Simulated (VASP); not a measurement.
# Au (Im-3m) in VASP: a series of runs

Aim: see how the results for Au move with the level of theory and the settings. Levels: BLYP+D3(BJ), PBE+D3(BJ), PBE+D4, LDA. Tasks: single point, relaxation of cell and atoms.

All numbers are computed with VASP 6.6.1; they aren't measurements. Logs are shortened: lines on timing, memory, paths and dates and some standing lists are left out, and cuts for length are marked.

## Step 1: The cell of the first run

The structure is cubic, space group Im-3m (No. 229). The conventional cell has a = 3.283 Å, b = 3.283 Å, c = 3.283 Å, α = 90.00°, β = 90.00°, γ = 90.00°. Au (site symmetry m-3m) has 14 Au at 2.84 to 3.28 Å within 3.7 Å.

## Step 2: Single point, BLYP+D3(BJ)

Contents of INCAR:

```
SYSTEM = Au
AGGAC = 1.0
AGGAX = 1.0
ALDAC = 0.0
ALDAX = 1.0
ALGO = Normal
EDIFF = 1E-7
ENCUT = 520
GGA = B5
ISIF = 2
ISMEAR = -1
IVDW = 12
LASPH = .True.
LCHARG = .True.
LELF = .True.
LREAL = .False.
LVHAR = .True.
LWAVE = .False.
NBANDS = 12
NELM = 60
PREC = Accurate
SIGMA = 0.05
VDW_A1 = 0.4298
VDW_A2 = 4.2359
VDW_S6 = 1.0
VDW_S8 = 2.6996
```

Contents of KPOINTS:

```
k-points
0
Gamma
  11 11 11
  0 0 0
```

Contents of POSCAR:

```
Au
1.0
   -1.6416168044      1.6416168044      1.6416168044
    1.6416168044     -1.6416168044      1.6416168044
    1.6416168044      1.6416168044     -1.6416168044
Au
1
Direct
    0.0000000000      0.0000000000      0.0000000000
```

Potentials or basis: VASP PAW PBE potentials, release 64 (Au).

Started as:

```
> cat potpaw_PBE.64/Au/POTCAR > POTCAR
> mpirun -np 1 vasp_std > vasp.out
```

OUTCAR:

```text
SYSTEM = Au
   EDIFF = 1E-7
   ENCUT = 520
   GGA = B5
   ISIF = 2
   ISMEAR = -1
   IVDW = 12
   LASPH = .True.
   LREAL = .False.
   NELM = 60
   PREC = Accurate
 IVDW          = 12

 ion  position               nearest neighbor table
   1  0.000  0.000  0.000-

  LATTYP: Found a body centered cubic cell.
 ALAT       =     3.2832336088

  Lattice vectors:

 A1 = (  -1.6416168044,   1.6416168044,   1.6416168044)
 A2 = (   1.6416168044,  -1.6416168044,   1.6416168044)
 A3 = (   1.6416168044,   1.6416168044,  -1.6416168044)

Analysis of symmetry for initial positions (statically):
=====================================================================
 Subroutine PRICEL returns:
 Original cell was already a primitive cell.

 Routine SETGRP: Setting up the symmetry group for a
 body centered cubic supercell.

 Subroutine GETGRP returns: Found 48 space group operations
 (whereof 48 operations were pure point group operations)
 out of a pool of 48 trial point group operations.

The static configuration has the point symmetry O_h .

Analysis of symmetry for dynamics (positions and initial velocities):
=====================================================================
 Subroutine PRICEL returns:
 Original cell was already a primitive cell.

 Routine SETGRP: Setting up the symmetry group for a
 body centered cubic supercell.

 Subroutine GETGRP returns: Found 48 space group operations
 (whereof 48 operations were pure point group operations)
 out of a pool of 48 trial point group operations.

The dynamic configuration has the point symmetry O_h .

 Subroutine INISYM returns: Found 48 space group operations
 (whereof 48 operations are pure point group operations),
 and found     1 'primitive' translations

----------------------------------------------------------------------------------------

                                     Primitive cell

  volume of cell :      17.6960

  direct lattice vectors                    reciprocal lattice vectors
    -1.641616804  1.641616804  1.641616804     0.000000000  0.304577779  0.304577779
     1.641616804 -1.641616804  1.641616804     0.304577779  0.000000000  0.304577779
     1.641616804  1.641616804 -1.641616804     0.304577779  0.304577779  0.000000000

  length of vectors
     2.843363712  2.843363712  2.843363712     0.430738026  0.430738026  0.430738026

  position of ions in fractional coordinates (direct lattice)
     0.000000000  0.000000000  0.000000000

  ion indices of the primitive-cell ions
   primitive index   ion index
                 1           1

----------------------------------------------------------------------------------------

 KPOINTS: k-points

Automatic generation of k-mesh.
 Grid dimensions read from file:
 generate k-points for:   11   11   11

 Generating k-lattice:

  Cartesian coordinates                     Fractional coordinates (reciprocal lattice)
     0.000000000  0.027688889  0.027688889     0.090909091  0.000000000  0.000000000
     0.027688889  0.000000000  0.027688889     0.000000000  0.090909091  0.000000000
     0.027688889  0.027688889  0.000000000     0.000000000  0.000000000  0.090909091

  Length of vectors
     0.039158002  0.039158002  0.039158002

  Shift w.r.t. Gamma in fractional coordinates (k-lattice)
     0.000000000  0.000000000  0.000000000

 Subroutine IBZKPT returns following result:
 ===========================================

 Found     56 irreducible k-points:

 Following reciprocal coordinates:
            Coordinates               Weight
  0.000000  0.000000  0.000000      1.000000
  0.090909  0.000000  0.000000     12.000000
  0.181818  0.000000  0.000000     12.000000
  0.272727  0.000000  0.000000     12.000000
  0.363636  0.000000  0.000000     12.000000
  0.454545  0.000000  0.000000     12.000000
[... 16 lines left out ...]
  0.272727  0.181818  0.090909     48.000000
  0.363636  0.181818  0.090909     24.000000
 [... further k-points ...]
   k-points           NKPTS =     56   k-points in BZ     NKDIM =     56   number of bands    NBANDS=     12
   number of dos      NEDOS =    301   number of ions     NIONS =      1
   total plane-waves  NPLWV =  13824
   dimension x,y,z NGX =    24 NGY =   24 NGZ =   24
   dimension x,y,z NGXF=    48 NGYF=   48 NGZF=   48
   ions per type =               1
   NGX,Y,Z   is equivalent  to a cutoff of  14.03, 14.03, 14.03 a.u.
   NGXF,Y,Z  is equivalent  to a cutoff of  28.06, 28.06, 28.06 a.u.
 SYSTEM =  Au
   PREC   = accura    normal or accurate (medium, high low for compatibility)
   ISTART =      0    job   : 0-new  1-cont  2-samecut
   ICHARG =      2    charge: 1-file 2-atom 10-const
   ISPIN  =      1    spin polarized calculation?
   LNONCOLLINEAR =      F non collinear calculations
   LSORBIT =      F    spin-orbit coupling
   LASPH  =      T    aspherical Exc in radial PAW
   ENCUT  =  520.0 eV  38.22 Ry    6.18 a.u.   5.29  5.29  5.29*2*pi/ulx,y,z
   NELM   =     60;   NELMIN=  2; NELMDL= -5     # of ELM steps
   EDIFF  = 0.1E-06   stopping-criterion for ELM
   LREAL  =      F    real-space projection
   EDIFFG = 0.1E-05   stopping-criterion for IOM
   NSW    =      0    number of steps for IOM
   IBRION =     -1    ionic relax: 0-MD 1-quasi-New 2-CG
   NFREE  =      0    steps in history (QN), initial steepest desc. (CG)
   ISIF   =      2    stress and relaxation
   ISYM   =      2    0-nonsym 1-usesym 2-fastsym
   POTIM  = 0.5000    time-step for ionic-motion
   TEBEG  =    0.0;   TEEND  =   0.0 temperature during run
   PSTRESS=    0.0 pullay stress
   NELECT =      11.0000    total number of electrons
   NUPDOWN=      -1.0000    fix difference up-down
   EMIN   =  10.00;   EMAX   =-10.00  energy-range for DOS
   EFERMI =   0.00;   METHOD = LEGACY
   ISMEAR =    -1;   SIGMA  =   0.05  broadening in eV -4-tet -1-fermi 0-gaus
   EFERMI_NEDOS =   21; number of points for ismear=-14 and -15
   IALGO  =     38    algorithm
   IMIX   =      4    mixing-type and parameters
     AMIX     =   0.40;   BMIX     =  1.00
     AMIX_MAG =   1.60;   BMIX_MAG =  1.00
  volume/ion in A,a.u.               =      17.70       119.42
  Fermi-wavevector in a.u.,A,eV,Ry     =   1.397164  2.640256 26.559473  1.952066
  Thomas-Fermi vector in A             =   2.520447
   LORBIT       =      0    0 simple, 1 ext, 2 COOP (PROOUT), +10 PAW based schemes
   GGA     = B5    functional components
   LHFCALC =     F    Hartree Fock is set to
   AEXX    =    0.0000 exact exchange contribution
   IVDW    =    12    specifies the selected vdW correction
   LEPSILON=     F    determine dielectric tensor
   LRPA    =     F    only Hartree local field effects (RPA)
 non-spin polarized calculation
  energy-cutoff  :      520.00
  volume of cell :       17.70
 maximum number of plane-waves:       486
 NGX is ok and might be reduce to    24
   NGX = 11   NGY = 11   NGZ = 11

 number of electron      11.0000001 magnetization

 Free energy of the ion-electron system (eV)
  ---------------------------------------------------
  ext. energy  EPLUGINS =         0.00000000
  ---------------------------------------------------
  free energy    TOTEN  =        -2.36102824 eV

  energy without entropy =       -2.35545843  energy(sigma->0) =       -2.35824333

 E-fermi :   9.3592     XC(G=0): -11.8509

 val. band max:        9.3276608877   @ k =  -0.3636   0.3636   0.2727
 cond. band min:       9.3625526351   @ k =  -0.3636   0.4545   0.0909
 fundamental gap:      0.0348917475
 Fermi energy:         9.3591746802

 k-point     1 :       0.0000    0.0000    0.0000
  band No.  band energies     occupation
      1       0.0657      2.00000
      2       4.7258      2.00000
      3       4.7258      2.00000
      4       4.7258      2.00000
      5       6.5613      2.00000
      6       6.5613      2.00000
      7      26.1819      0.00000
      8      26.1819      0.00000
      9      26.1819      0.00000
     10      32.9507      0.00000
     11      32.9507      0.00000
     12      32.9507      0.00000

 k-point     2 :       0.0909    0.0000    0.0000
  band No.  band energies     occupation
      1       0.3591      2.00000
      2       4.6370      2.00000
      3       4.7360      2.00000
      4       4.9304      2.00000
      5       6.4594      2.00000
      6       6.5677      2.00000
      7      26.0619      0.00000
      8      26.2189      0.00000
      9      26.5520      0.00000
     10      30.6755      0.00000
     11      30.9925      0.00000
     12      31.9568      0.00000

 k-point     3 :       0.1818    0.0000    0.0000
  band No.  band energies     occupation
      1       1.1657      2.00000
      2       4.4067      2.00000
      3       4.7702      2.00000
      4       5.5141      2.00000
      5       6.2906      2.00000
      6       6.5913      2.00000
      7      24.1908      0.00000
      8      25.6210      0.00000
      9      27.5806      0.00000
     10      29.1772      0.00000
     11      29.6109      0.00000
     12      30.1882      0.00000
[... 286 lines left out ...]
 k-point    23 :       0.2727    0.1818    0.0909
  band No.  band energies     occupation
      1       3.4436      2.00000
      2       3.9605      2.00000
      3       5.0877      2.00000
      4       6.5661      2.00000
      5       6.7575      2.00000
      6      10.6333      0.00000
      7      15.0199      0.00000
      8      19.0082      0.00000
      9      21.3126      0.00000
     10      30.9850      0.00000
     11      33.5742      0.00000
     12      35.1846      0.00000

 k-point    24 :       0.3636    0.1818    0.0909
  band No.  band energies     occupation
      1       3.3993      2.00000
      2       3.9098      2.00000
      3       5.5509      2.00000
      4       6.6085      2.00000
      5       6.7954      2.00000
      6      12.4002      0.00000
      7      12.8494      0.00000
      8      18.4031      0.00000
      9      21.0533      0.00000
     10      31.5730      0.00000
     11      33.1005      0.00000
     12      35.1943      0.00000

 [... further k-points ...]

------------------------ aborting loop because EDIFF is reached ----------------------------------------

 Edisp (eV)   -1.47555

 E8    (eV) :    -1.0989

  FORCE on cell =-STRESS in cart. coord.  units (eV):
  Direction    XX          YY          ZZ          XY          YZ          ZX
  --------------------------------------------------------------------------------------
  -------------------------------------------------------------------------------------
  Total       0.08259     0.08259     0.08259    -0.00000     0.00000    -0.00000
  in kB       7.47777     7.47777     7.47777    -0.00000     0.00000    -0.00000
  external pressure =        7.48 kB  Pullay stress =        0.00 kB

 VOLUME and BASIS-vectors are now :
 -----------------------------------------------------------------------------
  energy-cutoff  :      520.00
  volume of cell :       17.70
      direct lattice vectors                 reciprocal lattice vectors
    -1.641616804  1.641616804  1.641616804     0.000000000  0.304577779  0.304577779
     1.641616804 -1.641616804  1.641616804     0.304577779  0.000000000  0.304577779
     1.641616804  1.641616804 -1.641616804     0.304577779  0.304577779  0.000000000

 POSITION                                       TOTAL-FORCE (eV/Angst)
 -----------------------------------------------------------------------------------
      0.00000      0.00000      0.00000        -0.000000     -0.000000     -0.000000
 -----------------------------------------------------------------------------------
    total drift:                                0.000000      0.000000     -0.000000

  FREE ENERGIE OF THE ION-ELECTRON SYSTEM (eV)
  ---------------------------------------------------
  free  energy   TOTEN  =        -3.8365802304 eV

  energy  without entropy=       -3.8310104156  energy(sigma->0) =       -3.83379532
```

Run time: 13 s. Hardware: 1 thread of Intel Xeon Platinum 8375C at 2.90GHz (Ice Lake), shared host; peak memory 0.15 GiB.

Results:

```yaml
Free_energy: -3.8366 eV
Pressure: 0.7 GPa
Dispersion_energy_per_atom: -1.476 eV
```

Caveat: the PAW data sets were made with another functional, which shifts forces and pressure a little; spin-orbit coupling is left out, which moves the levels of the heavy elements; pairwise dispersion overbinds metals, which lowers pressure and volume.

## Step 3: Relaxation of cell and atoms, PBE+D3(BJ)

This run uses another cell than the first one, of 18.21 Å³/atom, 1.029 times its volume.

Contents of INCAR:

```
  PREC = Accurate
  ENCUT = 600
  EDIFF = 1E-7
  ISMEAR = -1
  SIGMA = 0.05
  LREAL = F
  LASPH = T
  NELM = 100
  ALGO = Normal
  ISIF = 3
  LWAVE = F
  LCHARG = F
  GGA = PE
  IVDW = 12
  IBRION = 2
  NSW = 60
  EDIFFG = -0.01
```

Contents of KPOINTS:

```
Automatic mesh
0
Gamma
  11 11 11
```

Contents of POSCAR:

```
Au
1.0
   -1.6572690000      1.6572690000      1.6572690000
    1.6572690000     -1.6572690000      1.6572690000
    1.6572690000      1.6572690000     -1.6572690000
Au
1
Direct
    0.0000000000      0.0000000000      0.0000000000
```

Potentials or basis: VASP PAW PBE potentials, release 64 (Au).

Started as:

```
> cat potpaw_PBE.64/Au/POTCAR > POTCAR
> mpirun -np 1 vasp_std > vasp.out
```

Run time: 32 s. Hardware: 1 thread of Intel Xeon Platinum 8375C at 2.90GHz (Ice Lake), shared host; peak memory 0.16 GiB.

The run converged. Its results:

| Property | Result |
| --- | --- |
| Free energy | -3.8363 eV |
| Relaxed volume | 17.33 Å³/atom |
| Relaxed cell | a = 2.823 Å, b = 2.823 Å, c = 2.823 Å, α = 109.47°, β = 109.47°, γ = 109.47° |
| Space group after relaxing (to 0.05 Å) | Im-3m (No. 229) |
| Energy gained by relaxing | 19.2 meV/atom |
| Ionic steps | 4 |
| Pressure after relaxing | 0.1 GPa |
| Dispersion energy per atom | -0.653 eV |

Step by step:
| step | energy change (eV) | largest force (eV/Å) | pressure (GPa) | volume (Å³) |
| --- | --- | --- | --- | --- |
| 1 | 0.0000 | 0.0000 | -6.66 | 18.21 |
| 2 | 0.0163 | 0.0000 | 11.73 | 16.29 |
| 3 | -0.0192 | 0.0000 | -0.10 | 17.34 |
| 4 | -0.0192 | 0.0000 | 0.06 | 17.33 |

Final structure:
```
Au
1.0
    -1.63010    1.63010    1.63010
     1.63010   -1.63010    1.63010
     1.63010    1.63010   -1.63010
Au
1
Direct
  0.00000 0.00000 0.00000
```

Levels at points of the mesh, in eV from the Fermi level:
| k point | band 2 | band 3 | band 4 | band 5 | band 6 | band 7 | band 8 | band 9 |
| --- | --- | --- | --- | --- | --- | --- | --- | --- |
| (0.00, 0.00, 0.00) | -4.65 | -4.65 | -4.65 | -2.76 | -2.76 | 16.65 | 16.65 | 16.65 |

Caveat: spin-orbit coupling is left out, which moves the levels of the heavy elements; pairwise dispersion overbinds metals, which lowers pressure and volume.

[end of part 1 of 2]
